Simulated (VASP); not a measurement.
# Na8Cl7 (a cell with a defect) in VASP: notebook

Runs on Na8Cl7 (a cell with a defect). Level: PBE. Tasks: single point.

All numbers are computed with VASP 6.6.1; they aren't measurements. Logs are shortened: lines on timing, memory, paths and dates and some standing lists are left out, and cuts for length are marked.

## 1. The cell of the first run

The cell holds a defect, 15 atoms: a = 8.033 Å, b = 8.033 Å, c = 8.033 Å, α = 60.00°, β = 60.00°, γ = 60.00°.

## 2. Single point, PBE

INCAR reads:

```
PREC     = Accurate       # precision mode
ENCUT    = 520            # plane-wave cutoff, eV
EDIFF    = 1E-6           # SCF threshold, eV
ISMEAR   = 0              # smearing method
SIGMA    = 0.1            # smearing width, eV
LREAL    = Auto         
LASPH    = True           # aspherical terms in the spheres
NELM     = 100            # most SCF steps
ALGO     = Normal         # electronic algorithm
ISIF     = 2              # what is computed and relaxed
LWAVE    = False          # write WAVECAR
LCHARG   = False          # write CHGCAR
GGA      = PE             # functional
NBANDS   = 66             # bands
```

KPOINTS reads:

```
Automatic mesh
0
Gamma
  2 2 2
```

POSCAR reads:

```
Na8Cl7
1.0
    0.0000000000      5.6805172600      5.6805172600
    5.6805172600      0.0000000000      5.6805172600
    5.6805172600      5.6805172600      0.0000000000
Na Cl
8 7
Direct
   -0.0003042857      0.0008639178     -0.0005181746
    0.0004616657      0.0015008316      0.4990208409
    0.0005613045      0.4997149679      0.0007887486
    0.0002838650      0.5001240855      0.4989808798
    0.4986460511      0.0018970984      0.0007276626
    0.4991080689      0.0012833338      0.4992374585
    0.4989122241      0.5002316462      0.0005271527
    0.4996588990      0.5007843247      0.4996469283
    0.2498295375      0.2508100820      0.2498187991
    0.2496874730      0.2508743368      0.7496271563
    0.2496630034      0.7509810823      0.2495902988
    0.2496905537      0.7506822539      0.7496756554
    0.7498143752      0.2507990795      0.2495708463
    0.7496903548      0.2508347277      0.7495488184
    0.7497698370      0.7508211497      0.2495542985
```

Potentials or basis: VASP PAW PBE potentials, release 64 (Na_pv, Cl).

Started as:

```console
$ cat potpaw_PBE.64/Na_pv/POTCAR potpaw_PBE.64/Cl/POTCAR > POTCAR
$ mpirun -np 1 vasp_std > vasp.out
```

OUTCAR:

```text
PREC = Accurate
   ENCUT = 520
   EDIFF = 1E-6
   ISMEAR = 0
   LREAL = Auto
   LASPH = True
   NELM = 100
   ISIF = 2
   GGA = PE

 ion  position               nearest neighbor table
   1  1.000  0.001  0.999-
   2  0.000  0.002  0.499-
   3  0.001  0.500  0.001-
   4  0.000  0.500  0.499-
   5  0.499  0.002  0.001-
   6  0.499  0.001  0.499-
   7  0.499  0.500  0.001-
   8  0.500  0.501  0.500-
   9  0.250  0.251  0.250-
  10  0.250  0.251  0.750-
  11  0.250  0.751  0.250-
  12  0.250  0.751  0.750-
  13  0.750  0.251  0.250-
  14  0.750  0.251  0.750-
  15  0.750  0.751  0.250-

  LATTYP: Found a face centered cubic cell.
 ALAT       =    11.3610345200

  Lattice vectors:

 A1 = (   0.0000000000,   5.6805172600,   5.6805172600)
 A2 = (   5.6805172600,   0.0000000000,   5.6805172600)
 A3 = (   5.6805172600,   5.6805172600,   0.0000000000)

Analysis of symmetry for initial positions (statically):
=====================================================================
 Subroutine PRICEL returns:
 Original cell was already a primitive cell.

 Routine SETGRP: Setting up the symmetry group for a
 face centered cubic supercell.

 Subroutine GETGRP returns: Found  1 space group operations
 (whereof  1 operations were pure point group operations)
 out of a pool of 48 trial point group operations.

The static configuration has the point symmetry C_1 .

Analysis of symmetry for dynamics (positions and initial velocities):
=====================================================================
 Subroutine PRICEL returns:
 Original cell was already a primitive cell.

 Routine SETGRP: Setting up the symmetry group for a
 face centered cubic supercell.

 Subroutine GETGRP returns: Found  1 space group operations
 (whereof  1 operations were pure point group operations)
 out of a pool of 48 trial point group operations.

The dynamic configuration has the point symmetry C_1 .

 Subroutine INISYM returns: Found  1 space group operations
 (whereof  1 operations are pure point group operations),
 and found     1 'primitive' translations

----------------------------------------------------------------------------------------

                                     Primitive cell

  volume of cell :     366.6010

  direct lattice vectors                    reciprocal lattice vectors
     0.000000000  5.680517260  5.680517260    -0.088020153  0.088020153  0.088020153
     5.680517260  0.000000000  5.680517260     0.088020153 -0.088020153  0.088020153
     5.680517260  5.680517260  0.000000000     0.088020153  0.088020153 -0.088020153

  length of vectors
     8.033464550  8.033464550  8.033464550     0.152455378  0.152455378  0.152455378

  position of ions in fractional coordinates (direct lattice)
     0.999695714  0.000863918  0.999481825
     0.000461666  0.001500832  0.499020841
     0.000561305  0.499714968  0.000788749
     0.000283865  0.500124085  0.498980880
     0.498646051  0.001897098  0.000727663
     0.499108069  0.001283334  0.499237458
     0.498912224  0.500231646  0.000527153
     0.499658899  0.500784325  0.499646928
     0.249829537  0.250810082  0.249818799
     0.249687473  0.250874337  0.749627156
     0.249663003  0.750981082  0.249590299
     0.249690554  0.750682254  0.749675655
     0.749814375  0.250799079  0.249570846
     0.749690355  0.250834728  0.749548818
     0.749769837  0.750821150  0.249554299

  ion indices of the primitive-cell ions
   primitive index   ion index
                 1           1
                 2           2
                 3           3
                 4           4
                 5           5
                 6           6
                 7           7
                 8           8
                 9           9
                10          10
                11          11
                12          12
                13          13
                14          14
                15          15

----------------------------------------------------------------------------------------

 KPOINTS: Automatic mesh

Automatic generation of k-mesh.
 Grid dimensions read from file:
 generate k-points for:    2    2    2

 Generating k-lattice:

  Cartesian coordinates                     Fractional coordinates (reciprocal lattice)
    -0.044010077  0.044010077  0.044010077     0.500000000  0.000000000  0.000000000
     0.044010077 -0.044010077  0.044010077     0.000000000  0.500000000  0.000000000
     0.044010077  0.044010077 -0.044010077     0.000000000  0.000000000  0.500000000

  Length of vectors
     0.076227689  0.076227689  0.076227689

  Shift w.r.t. Gamma in fractional coordinates (k-lattice)
     0.000000000  0.000000000  0.000000000

 Subroutine IBZKPT returns following result:
 ===========================================

 Found      8 irreducible k-points:

 Following reciprocal coordinates:
            Coordinates               Weight
  0.000000  0.000000  0.000000      1.000000
  0.500000  0.000000  0.000000      1.000000
  0.000000  0.500000  0.000000      1.000000
  0.000000  0.000000  0.500000      1.000000
  0.500000  0.500000  0.500000      1.000000
  0.500000  0.500000  0.000000      1.000000
  0.000000  0.500000  0.500000      1.000000
  0.500000  0.000000  0.500000      1.000000
   k-points           NKPTS =      8   k-points in BZ     NKDIM =      8   number of bands    NBANDS=     66
   number of dos      NEDOS =    301   number of ions     NIONS =     15
   total plane-waves  NPLWV = 216000
   dimension x,y,z NGX =    60 NGY =   60 NGZ =   60
   dimension x,y,z NGXF=   120 NGYF=  120 NGZF=  120
   ions per type =               8   7
   NGX,Y,Z   is equivalent  to a cutoff of  12.42, 12.42, 12.42 a.u.
   NGXF,Y,Z  is equivalent  to a cutoff of  24.83, 24.83, 24.83 a.u.
 SYSTEM =  unknown system
   PREC   = accura    normal or accurate (medium, high low for compatibility)
   ISTART =      0    job   : 0-new  1-cont  2-samecut
   ICHARG =      2    charge: 1-file 2-atom 10-const
   ISPIN  =      1    spin polarized calculation?
   LNONCOLLINEAR =      F non collinear calculations
   LSORBIT =      F    spin-orbit coupling
   LASPH  =      T    aspherical Exc in radial PAW
   ENCUT  =  520.0 eV  38.22 Ry    6.18 a.u.  14.94 14.94 14.94*2*pi/ulx,y,z
   NELM   =    100;   NELMIN=  2; NELMDL= -5     # of ELM steps
   EDIFF  = 0.1E-05   stopping-criterion for ELM
   LREAL  =      T    real-space projection
   EDIFFG = 0.1E-04   stopping-criterion for IOM
   NSW    =      0    number of steps for IOM
   IBRION =     -1    ionic relax: 0-MD 1-quasi-New 2-CG
   NFREE  =      0    steps in history (QN), initial steepest desc. (CG)
   ISIF   =      2    stress and relaxation
   ISYM   =      2    0-nonsym 1-usesym 2-fastsym
   POTIM  = 0.5000    time-step for ionic-motion
   TEBEG  =    0.0;   TEEND  =   0.0 temperature during run
   PSTRESS=    0.0 pullay stress
   NELECT =     105.0000    total number of electrons
   NUPDOWN=      -1.0000    fix difference up-down
   EMIN   =  10.00;   EMAX   =-10.00  energy-range for DOS
   EFERMI =   0.00;   METHOD = LEGACY
   ISMEAR =     0;   SIGMA  =   0.10  broadening in eV -4-tet -1-fermi 0-gaus
   EFERMI_NEDOS =   21; number of points for ismear=-14 and -15
   IALGO  =     38    algorithm
   IMIX   =      4    mixing-type and parameters
     AMIX     =   0.40;   BMIX     =  1.00
     AMIX_MAG =   1.60;   BMIX_MAG =  1.00
  volume/ion in A,a.u.               =      24.44       164.93
  Fermi-wavevector in a.u.,A,eV,Ry     =   1.079129  2.039258 15.844250  1.164519
  Thomas-Fermi vector in A             =   2.215086
   LORBIT       =      0    0 simple, 1 ext, 2 COOP (PROOUT), +10 PAW based schemes
   GGA     = PE    functional components
   LHFCALC =     F    Hartree Fock is set to
   AEXX    =    0.0000 exact exchange contribution
   IVDW    =     0    specifies the selected vdW correction
   LEPSILON=     F    determine dielectric tensor
   LRPA    =     F    only Hartree local field effects (RPA)
 non-spin polarized calculation
 Gauss-broadening in eV      SIGMA  =   0.10
  energy-cutoff  :      520.00
  volume of cell :      366.60
 maximum number of plane-waves:      9922
 NGX is ok and might be reduce to    60
   NGX = 29   NGY = 29   NGZ = 29

 number of electron     104.9999951 magnetization

 Free energy of the ion-electron system (eV)
  ---------------------------------------------------
  ext. energy  EPLUGINS =         0.00000000
  ---------------------------------------------------
  free energy    TOTEN  =       -47.87671819 eV

  energy without entropy =      -47.85403101  energy(sigma->0) =      -47.86537460

 E-fermi :   3.2847     XC(G=0):  -7.8178

 val. band max:        3.2372040282   @ k =   0.5000   0.5000   0.5000
 cond. band min:       3.5029415441   @ k =   0.0000   0.5000   0.5000
 fundamental gap:      0.2657375159
 Fermi energy:         3.2847240538

 k-point     1 :       0.0000    0.0000    0.0000
  band No.  band energies     occupation
      1     -22.2052      2.00000
      2     -22.1944      2.00000
      3     -22.1943      2.00000
      4     -22.1940      2.00000
      5     -22.1910      2.00000
      6     -22.1908      2.00000
[... 56 lines left out ...]
     63       6.9595      0.00000
     64       7.0237      0.00000

 k-point     2 :       0.5000    0.0000    0.0000
  band No.  band energies     occupation
      1     -22.2012      2.00000
      2     -22.1967      2.00000
      3     -22.1906      2.00000
      4     -22.1903      2.00000
      5     -22.1893      2.00000
      6     -22.1891      2.00000
[... 458 lines left out ...]
     63       7.7990      0.00000
     64       7.8283      0.00000
 [bands above 64 left out]

------------------------ aborting loop because EDIFF is reached ----------------------------------------

  FORCE on cell =-STRESS in cart. coord.  units (eV):
  Direction    XX          YY          ZZ          XY          YZ          ZX
  --------------------------------------------------------------------------------------
  -------------------------------------------------------------------------------------
  Total        0.6759308      0.6716614      0.6695117     -0.0002484     -0.0003464      0.0004792
  in kB        2.9540589      2.9354004      2.9260053     -0.0010857     -0.0015141      0.0020943
  external PRESSURE =       2.9384882 kB  Pullay stress =       0.0000000 kB

 VOLUME and BASIS-vectors are now :
 -----------------------------------------------------------------------------
  energy-cutoff  :      520.00
  volume of cell :      366.60
      direct lattice vectors                 reciprocal lattice vectors
     0.000000000  5.680517260  5.680517260    -0.088020153  0.088020153  0.088020153
     5.680517260  0.000000000  5.680517260     0.088020153 -0.088020153  0.088020153
     5.680517260  5.680517260  0.000000000     0.088020153  0.088020153 -0.088020153

 POSITION                                       TOTAL-FORCE (eV/Angst)
 -----------------------------------------------------------------------------------
      5.68248     11.35636      5.68370         0.000851      0.000163      0.000249
      2.84322      2.83732      0.01115        -0.000142     -0.000657      0.000235
      2.84312      0.00767      2.84183         0.000117     -0.001990      0.002242
      5.67543      2.83608      2.84258        -0.000095      0.000373      0.001805
      0.01491      2.83670      2.84334        -0.002954      0.000059      0.000448
      2.84322      5.67112      2.84248        -0.000276     -0.001779      0.001290
      2.84457      2.83707      5.67565        -0.001615     -0.000594     -0.000189
      5.68297      5.67657      5.68303         0.000242     -0.000979      0.001232
      2.84383      2.83826      2.84389         0.000370      0.000160     -0.001414
      5.68337      5.67662      2.84345         0.000026      0.001081     -0.001070
      5.68376      2.83602      5.68418        -0.000160      0.000975     -0.001399
      8.52281      5.67692      5.68264         0.000786      0.000826      0.000307
      2.84236      5.67703      5.68400         0.000533      0.000731     -0.001726
      5.68270      8.51645      5.68350         0.001520      0.001132     -0.000692
      5.68265      5.67668      8.52413         0.000797      0.000499     -0.001319
 -----------------------------------------------------------------------------------
    total drift:                               -0.001268      0.001843     -0.001779

  FREE ENERGIE OF THE ION-ELECTRON SYSTEM (eV)
  ---------------------------------------------------
  free  energy   TOTEN  =       -47.8767181893 eV

  energy  without entropy=      -47.8540310089  energy(sigma->0) =      -47.86537460
```

Wall time 5 min (1 thread of AMD EPYC 9R45 (Zen 5), shared host); peak memory 0.47 GiB.

Results:

```yaml
Free_energy: -47.8767 eV
Pressure: 0.3 GPa
Largest_force: 0.003 eV/Å
Band_gap_on_the_k_mesh: zero (an odd number of electrons rules out a gap without spin polarisation)
```

Forces on the atoms (eV/Å):
```
Na   0.001  0.000  0.000
Na   0.000 -0.001  0.000
Na   0.000 -0.002  0.002
Na   0.000  0.000  0.002
Na  -0.003  0.000  0.000
Na   0.000 -0.002  0.001
Na  -0.002 -0.001  0.000
Na   0.000 -0.001  0.001
Cl   0.000  0.000 -0.001
Cl   0.000  0.001 -0.001
Cl   0.000  0.001 -0.001
Cl   0.001  0.001  0.000
Cl   0.001  0.001 -0.002
Cl   0.002  0.001 -0.001
Cl   0.001  0.000 -0.001
```

Levels at points of the mesh, in eV from the Fermi level:
```
           k point  band 51  band 52  band 53  band 54  band 55  band 56
(0.00, 0.00, 0.00)    -4.63    -4.63    -0.87     1.46     2.74     2.74
(0.50, 0.00, 0.00)    -4.70    -4.70    -0.05     1.31     2.79     2.80
(0.00, 0.50, 0.00)    -4.70    -4.70    -0.05     1.31     2.79     2.80
(0.00, 0.00, 0.50)    -4.70    -4.70    -0.05     1.31     2.79     2.80
(0.50, 0.50, 0.50)    -4.70    -4.70    -0.05     1.31     2.79     2.80
(0.50, 0.50, 0.00)    -4.83    -4.82     0.22     1.50     2.42     2.42
(0.00, 0.50, 0.50)    -4.83    -4.82     0.22     1.50     2.42     2.42
(0.50, 0.00, 0.50)    -4.83    -4.82     0.22     1.50     2.42     2.42
```

Caveat: the k points lie up to 0.48 Å⁻¹ apart, too coarse for converged energies and pressures of a metal; an odd number of electrons without spin polarisation forces a metal; a magnetic or distorted state may lie lower.

(Continued in part 2 of 2.)
